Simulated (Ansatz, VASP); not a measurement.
**One calculation of C, two programs**

File INCAR:

```
SYSTEM = C
PREC = Accurate
ENCUT = 520
EDIFF = 1E-7
ISMEAR = 0
SIGMA = 0.05
LREAL = .False.
LASPH = .True.
NELM = 80
ALGO = Normal
ISIF = 2
LWAVE = .False.
LCHARG = .True.
GGA = PE
LELF = .True.
LVHAR = .True.
NBANDS = 16
```

File KPOINTS:

```
Automatic mesh
0
Gamma
  12 12 10
  0 0 0
```

File POSCAR:

```
C
1.0
    0.0000000000     -1.7834000000     -1.7834000000
   -1.7834000000      0.0000000000     -1.7834000000
    1.7834000000      1.7834000000     -3.5668000000
C
4
Direct
    0.7924903122      0.7924903122      0.7358365626
    0.2924903122      0.2924903122      0.2358365626
    0.3325096878      0.3325096878      0.8891634374
    0.8325096878      0.8325096878      0.3891634374
```

Input for Ansatz:

```yaml
crystal:
  lattice:
    - [0.0, -1.7834, -1.7834]
    - [-1.7834, 0.0, -1.7834]
    - [1.7834, 1.7834, -3.5668]
  atoms:
    - { symbol: C, position: [0.7924903122, 0.7924903122, 0.7358365626] }
    - { symbol: C, position: [0.2924903122, 0.2924903122, 0.2358365626] }
    - { symbol: C, position: [0.3325096878, 0.3325096878, 0.8891634374] }
    - { symbol: C, position: [0.8325096878, 0.8325096878, 0.3891634374] }
basis:
  ecutwfc: 420
kpoints:
  mp_grid: { grid: [12, 12, 10] }
hamiltonian:
  xc: pbe
scf:
  occupations: { method: gaussian, width: 0.05 }
output:
  forces: true
  stress: true
  eigenvalues: true
```

Change from the starting cell: mode 10 (1294.7 1/cm) frozen in, largest displacement +0.175 Å.

Alike in both runs: task single point; functional PBE; k mesh 12 × 12 × 10; occupations gaussian, width 0.05 eV; no spin polarisation.

|  | VASP | Ansatz |
| --- | --- | --- |
| version | VASP 6.6.1 | Ansatz 0.2.0 |
| potentials or method | VASP PAW PBE potentials, release 64 (C), cutoff 520 eV | scalar-relativistic, plane waves, PAW |
| valence electrons in the cell | 16 | 16 |

Ansatz gave:

| Property | Result |
| --- | --- |
| gap on the k mesh at the Fermi level (eV) | 0.15 |
| least direct gap on the mesh (eV) | 0.21 |
| pressure (GPa) | 23.7 |
| traceless stress, the component that is largest in VASP (GPa) | 28.16 |
| rms of the force components (eV/Å) | 2.412 |

Task: Estimate VASP's values.

Result: gap on the k mesh at the Fermi level (eV): 0.15; least direct gap on the mesh (eV): 0.21; pressure (GPa): 24.4; traceless stress, the component that is largest in VASP (GPa): 27.81; rms of the force components (eV/Å): 2.416.

Atom by atom the forces differ by 0.004 eV/Å (rms over components).
